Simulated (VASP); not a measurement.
Write the native input for VASP 6.6.1 that does the following.

```
Task                   : single point
Functional             : LDA
Potentials or basis    : VASP PAW LDA potentials, release 64 (Te, Pb_d, S)
Cutoff                 : 500 eV
k mesh                 : 4 × 4 × 4
Occupations            : gaussian, width 0.01 eV
Spin                   : no spin polarisation
Dipole correction      : no
Further INCAR settings : ALGO = Normal; EDIFF = 1e-06; NBANDS = 28
```

The structure of TePb2S lies in POSCAR:

```
TePb2S
1.0
    4.3934898273      0.0000000000      0.0000000000
    0.0000000000      4.3934898273      0.0000000000
    0.0000000000      0.0000000000      6.2358800906
Te Pb S
1 2 1
Direct
    0.5000000000      0.5000000000      0.0000000000
    0.0000000000      0.0000000000      0.0000000000
    0.5000000000      0.5000000000      0.5000000000
    0.0000000000      0.0000000000      0.5000000000
```

One way to write it, as run:

INCAR

```
SYSTEM = TePb2S
PREC = Accurate ; ENCUT = 500
EDIFF = 1E-6 ; ISMEAR = 0
SIGMA = 0.01 ; LREAL = .False.
LASPH = .True. ; NELM = 120
ALGO = Normal ; ISIF = 2
LWAVE = .False. ; LCHARG = .False.
GGA = CA ; NBANDS = 28
GGA_COMPAT = .False.
```

KPOINTS

```
Automatic mesh
0
Gamma
  4 4 4
  0 0 0
```

Potentials or basis: VASP PAW LDA potentials, release 64 (Te, Pb_d, S).

Launch:

```bash
$ cat potpaw_LDA.64/Te/POTCAR potpaw_LDA.64/Pb_d/POTCAR potpaw_LDA.64/S/POTCAR > POTCAR
$ mpirun -np 1 vasp_std > vasp.out
```

Results of the run:

- Pressure: -2.0 GPa
- Band gap on the k mesh: 0.10 eV

Caveat: spin-orbit coupling is left out, which moves the levels of the heavy elements.

Wall time 75 s on 1 thread of Intel Xeon 8259CL, on a shared host, peak memory 0.21 GiB.
